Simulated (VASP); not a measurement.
# LiH (Fm-3m) in VASP: single point with LDA

Aim: the single point of LiH with LDA.

Program: VASP 6.6.1. These are calculated values, not measurements. Logs are shortened: lines on timing, memory, paths and dates and some standing lists are left out, and cuts for length are marked.

### 1 The cell of the first run

Symmetry: Fm-3m, No. 225, cubic system. The conventional cell has a = 4.065 Å, b = 4.065 Å, c = 4.065 Å, α = 90.00°, β = 90.00°, γ = 90.00°. Within 2.7 Å of Li (site symmetry m-3m) lie 6 H at 2.03 Å. Within 2.7 Å of H (site symmetry m-3m) lie 6 Li at 2.03 Å.

### 2 Single point, LDA

File INCAR:

```
SYSTEM = LiH
PREC = Accurate
ENCUT = 520
EDIFF = 1E-7
ISMEAR = 0
SIGMA = 0.05
LREAL = .False.
LASPH = .True.
NELM = 60
ALGO = Normal
ISIF = 2
LWAVE = .False.
LCHARG = .False.
GGA = CA
NBANDS = 9
```

File KPOINTS:

```
regular mesh
0
Gamma
  10 10 10
  0 0 0
```

File POSCAR:

```
LiH
1.0
    0.0000000000      2.0325000000      2.0325000000
    2.0325000000      0.0000000000      2.0325000000
    2.0325000000      2.0325000000      0.0000000000
Li H
1 1
Direct
    0.0000000000      0.0000000000      0.0000000000
    0.5000000000      0.5000000000      0.5000000000
```

Potentials or basis: VASP PAW LDA potentials, release 64 (Li_sv, H).

The run is started by

```
> cat potpaw_LDA.64/Li_sv/POTCAR potpaw_LDA.64/H/POTCAR > POTCAR
> mpirun -np 1 vasp_std > vasp.out
```

OUTCAR:

```text
SYSTEM = LiH
   PREC = Accurate
   ENCUT = 520
   EDIFF = 1E-7
   ISMEAR = 0
   LREAL = .False.
   LASPH = .True.
   NELM = 60
   ISIF = 2
   GGA = CA

 ion  position               nearest neighbor table
   1  0.000  0.000  0.000-
   2  0.500  0.500  0.500-

  LATTYP: Found a face centered cubic cell.
 ALAT       =     4.0650000000

  Lattice vectors:

 A1 = (   0.0000000000,   2.0325000000,   2.0325000000)
 A2 = (   2.0325000000,   0.0000000000,   2.0325000000)
 A3 = (   2.0325000000,   2.0325000000,   0.0000000000)

Analysis of symmetry for initial positions (statically):
=====================================================================
 Subroutine PRICEL returns:
 Original cell was already a primitive cell.

 Routine SETGRP: Setting up the symmetry group for a
 face centered cubic supercell.

 Subroutine GETGRP returns: Found 48 space group operations
 (whereof 48 operations were pure point group operations)
 out of a pool of 48 trial point group operations.

The static configuration has the point symmetry O_h .

Analysis of symmetry for dynamics (positions and initial velocities):
=====================================================================
 Subroutine PRICEL returns:
 Original cell was already a primitive cell.

 Routine SETGRP: Setting up the symmetry group for a
 face centered cubic supercell.

 Subroutine GETGRP returns: Found 48 space group operations
 (whereof 48 operations were pure point group operations)
 out of a pool of 48 trial point group operations.

The dynamic configuration has the point symmetry O_h .

 Subroutine INISYM returns: Found 48 space group operations
 (whereof 48 operations are pure point group operations),
 and found     1 'primitive' translations

----------------------------------------------------------------------------------------

                                     Primitive cell

  volume of cell :      16.7927

  direct lattice vectors                    reciprocal lattice vectors
     0.000000000  2.032500000  2.032500000    -0.246002460  0.246002460  0.246002460
     2.032500000  0.000000000  2.032500000     0.246002460 -0.246002460  0.246002460
     2.032500000  2.032500000  0.000000000     0.246002460  0.246002460 -0.246002460

  length of vectors
     2.874389066  2.874389066  2.874389066     0.426088760  0.426088760  0.426088760

  position of ions in fractional coordinates (direct lattice)
     0.000000000  0.000000000  0.000000000
     0.500000000  0.500000000  0.500000000

  ion indices of the primitive-cell ions
   primitive index   ion index
                 1           1
                 2           2

----------------------------------------------------------------------------------------

 KPOINTS: regular mesh

Automatic generation of k-mesh.
 Grid dimensions read from file:
 generate k-points for:   10   10   10

 Generating k-lattice:

  Cartesian coordinates                     Fractional coordinates (reciprocal lattice)
    -0.024600246  0.024600246  0.024600246     0.100000000  0.000000000  0.000000000
     0.024600246 -0.024600246  0.024600246     0.000000000  0.100000000  0.000000000
     0.024600246  0.024600246 -0.024600246     0.000000000  0.000000000  0.100000000

  Length of vectors
     0.042608876  0.042608876  0.042608876

  Shift w.r.t. Gamma in fractional coordinates (k-lattice)
     0.000000000  0.000000000  0.000000000

 Subroutine IBZKPT returns following result:
 ===========================================

 Found     47 irreducible k-points:

 Following reciprocal coordinates:
            Coordinates               Weight
  0.000000  0.000000  0.000000      1.000000
  0.100000  0.000000  0.000000      8.000000
  0.200000  0.000000  0.000000      8.000000
  0.300000  0.000000  0.000000      8.000000
  0.400000  0.000000  0.000000      8.000000
  0.500000  0.000000  0.000000      4.000000
[... 16 lines left out ...]
  0.300000  0.300000  0.000000      6.000000
  0.400000  0.300000  0.000000     24.000000
 [... further k-points ...]
   k-points           NKPTS =     47   k-points in BZ     NKDIM =     47   number of bands    NBANDS=      9
   number of dos      NEDOS =    301   number of ions     NIONS =      2
   total plane-waves  NPLWV =  13824
   dimension x,y,z NGX =    24 NGY =   24 NGZ =   24
   dimension x,y,z NGXF=    48 NGYF=   48 NGZF=   48
   ions per type =               1   1
   NGX,Y,Z   is equivalent  to a cutoff of  13.88, 13.88, 13.88 a.u.
   NGXF,Y,Z  is equivalent  to a cutoff of  27.76, 27.76, 27.76 a.u.
 SYSTEM =  LiH
   PREC   = accura    normal or accurate (medium, high low for compatibility)
   ISTART =      0    job   : 0-new  1-cont  2-samecut
   ICHARG =      2    charge: 1-file 2-atom 10-const
   ISPIN  =      1    spin polarized calculation?
   LNONCOLLINEAR =      F non collinear calculations
   LSORBIT =      F    spin-orbit coupling
   LASPH  =      T    aspherical Exc in radial PAW
   ENCUT  =  520.0 eV  38.22 Ry    6.18 a.u.   5.34  5.34  5.34*2*pi/ulx,y,z
   NELM   =     60;   NELMIN=  2; NELMDL= -5     # of ELM steps
   EDIFF  = 0.1E-06   stopping-criterion for ELM
   LREAL  =      F    real-space projection
   EDIFFG = 0.1E-05   stopping-criterion for IOM
   NSW    =      0    number of steps for IOM
   IBRION =     -1    ionic relax: 0-MD 1-quasi-New 2-CG
   NFREE  =      0    steps in history (QN), initial steepest desc. (CG)
   ISIF   =      2    stress and relaxation
   ISYM   =      2    0-nonsym 1-usesym 2-fastsym
   POTIM  = 0.5000    time-step for ionic-motion
   TEBEG  =    0.0;   TEEND  =   0.0 temperature during run
   PSTRESS=    0.0 pullay stress
   NELECT =       4.0000    total number of electrons
   NUPDOWN=      -1.0000    fix difference up-down
   EMIN   =  10.00;   EMAX   =-10.00  energy-range for DOS
   EFERMI =   0.00;   METHOD = LEGACY
   ISMEAR =     0;   SIGMA  =   0.05  broadening in eV -4-tet -1-fermi 0-gaus
   EFERMI_NEDOS =   21; number of points for ismear=-14 and -15
   IALGO  =     38    algorithm
   IMIX   =      4    mixing-type and parameters
     AMIX     =   0.40;   BMIX     =  1.00
     AMIX_MAG =   1.60;   BMIX_MAG =  1.00
  volume/ion in A,a.u.               =       8.40        56.66
  Fermi-wavevector in a.u.,A,eV,Ry     =   1.014817  1.917726 14.012000  1.029853
  Thomas-Fermi vector in A             =   2.148066
   LORBIT       =      0    0 simple, 1 ext, 2 COOP (PROOUT), +10 PAW based schemes
   GGA     = CA    functional components
   LHFCALC =     F    Hartree Fock is set to
   AEXX    =    0.0000 exact exchange contribution
   IVDW    =     0    specifies the selected vdW correction
   LEPSILON=     F    determine dielectric tensor
   LRPA    =     F    only Hartree local field effects (RPA)
 non-spin polarized calculation
 Gauss-broadening in eV      SIGMA  =   0.05
  energy-cutoff  :      520.00
  volume of cell :       16.79
 maximum number of plane-waves:       465
 NGX is ok and might be reduce to    24
   NGX = 11   NGY = 11   NGZ = 11

 number of electron       3.9999998 magnetization

 Free energy of the ion-electron system (eV)
  ---------------------------------------------------
  ext. energy  EPLUGINS =         0.00000000
  ---------------------------------------------------
  free energy    TOTEN  =        -6.47198964 eV

  energy without entropy =       -6.47198964  energy(sigma->0) =       -6.47198964

 E-fermi :   0.2045     XC(G=0):  -8.6695

 val. band max:        0.0066247478   @ k =   0.5000   0.5000   0.0000
 cond. band min:       2.6498090561   @ k =   0.5000   0.5000   0.0000
 fundamental gap:      2.6431843083
 Fermi energy:         0.2045060566

 k-point     1 :       0.0000    0.0000    0.0000
  band No.  band energies     occupation
      1     -43.4953      2.00000
      2      -5.3924      2.00000
      3      15.5906      0.00000
      4      16.9970      0.00000
      5      16.9970      0.00000
      6      16.9970      0.00000
      7      21.7499      0.00000
      8      21.7499      0.00000
      9      21.7499      0.00000

 k-point     2 :       0.1000    0.0000    0.0000
  band No.  band energies     occupation
      1     -43.4910      2.00000
      2      -5.2200      2.00000
      3      14.0515      0.00000
      4      16.1999      0.00000
      5      16.6327      0.00000
      6      16.6327      0.00000
      7      21.1967      0.00000
      8      22.5382      0.00000
      9      22.5382      0.00000

 k-point     3 :       0.2000    0.0000    0.0000
  band No.  band energies     occupation
      1     -43.4798      2.00000
      2      -4.7152      2.00000
      3      10.8412      0.00000
      4      15.0540      0.00000
      5      16.0327      0.00000
      6      16.0327      0.00000
      7      21.9779      0.00000
      8      22.3465      0.00000
      9      22.3465      0.00000

 k-point     4 :       0.3000    0.0000    0.0000
  band No.  band energies     occupation
      1     -43.4659      2.00000
      2      -3.9340      2.00000
      3       7.7737      0.00000
      4      14.0574      0.00000
      5      15.6561      0.00000
      6      15.6561      0.00000
      7      20.3716      0.00000
      8      20.3716      0.00000
      9      23.4594      0.00000
[... 205 lines left out ...]
 k-point    22 :      -0.2000    0.2000    0.0000
  band No.  band energies     occupation
      1     -43.4612      2.00000
      2      -3.6038      2.00000
      3       9.0002      0.00000
      4       9.2478      0.00000
      5      15.2948      0.00000
      6      16.1578      0.00000
      7      20.9984      0.00000
      8      22.9919      0.00000
      9      24.6572      0.00000

 k-point    23 :       0.3000    0.3000    0.0000
  band No.  band energies     occupation
      1     -43.4566      2.00000
      2      -3.2141      2.00000
      3       8.2210      0.00000
      4      11.5859      0.00000
      5      11.5859      0.00000
      6      14.8659      0.00000
      7      16.5551      0.00000
      8      27.5750      0.00000
      9      29.8689      0.00000

 k-point    24 :       0.4000    0.3000    0.0000
  band No.  band energies     occupation
      1     -43.4480      2.00000
      2      -2.3357      2.00000
      3       6.3533      0.00000
      4       9.9122      0.00000
      5      11.1591      0.00000
      6      15.5393      0.00000
      7      16.7157      0.00000
      8      28.5735      0.00000
      9      28.9371      0.00000

 [... further k-points ...]

------------------------ aborting loop because EDIFF is reached ----------------------------------------

  FORCE on cell =-STRESS in cart. coord.  units (eV):
  Direction    XX          YY          ZZ          XY          YZ          ZX
  --------------------------------------------------------------------------------------
  -------------------------------------------------------------------------------------
  Total       -0.4299551     -0.4299551     -0.4299551     -0.0000000      0.0000000      0.0000000
  in kB      -41.0215470    -41.0215470    -41.0215470     -0.0000000      0.0000000      0.0000000
  external PRESSURE =     -41.0215470 kB  Pullay stress =       0.0000000 kB

 VOLUME and BASIS-vectors are now :
 -----------------------------------------------------------------------------
  energy-cutoff  :      520.00
  volume of cell :       16.79
      direct lattice vectors                 reciprocal lattice vectors
     0.000000000  2.032500000  2.032500000    -0.246002460  0.246002460  0.246002460
     2.032500000  0.000000000  2.032500000     0.246002460 -0.246002460  0.246002460
     2.032500000  2.032500000  0.000000000     0.246002460  0.246002460 -0.246002460

 POSITION                                       TOTAL-FORCE (eV/Angst)
 -----------------------------------------------------------------------------------
      0.00000      0.00000      0.00000         0.000000     -0.000000      0.000000
      2.03250      2.03250      2.03250         0.000000      0.000000      0.000000
 -----------------------------------------------------------------------------------
    total drift:                                0.000000     -0.000000     -0.000000

  FREE ENERGIE OF THE ION-ELECTRON SYSTEM (eV)
  ---------------------------------------------------
  free  energy   TOTEN  =        -6.4719896355 eV

  energy  without entropy=       -6.4719896355  energy(sigma->0) =       -6.47198964
```

It took 3.5 s on 1 thread of Intel Xeon Platinum 8488C (Sapphire Rapids), shared host; peak memory 0.12 GiB.

What came out:

| Quantity | Value |
| --- | --- |
| Free energy | -6.4720 eV |
| Band gap on the k mesh | 2.64 eV, direct |

Levels at points of the mesh, in eV from the valence-band top:
```tsv
k point	band 1	band 2	band 3	band 4	band 5	band 6	band 7
(0.00, 0.00, 0.00)	-43.50	-5.40	15.58	16.99	16.99	16.99	21.74
(0.50, 0.00, 0.00)	-43.46	-2.64	4.54	13.16	15.61	15.61	18.39
(0.50, 0.50, 0.00)	-43.44	0.00	2.64	10.20	10.20	13.41	16.41
```

Caveat: the cutoff is under 1.25 times the usual one of these potentials, so pressure, stress and relaxed cells hold a basis-set (Pulay) error.
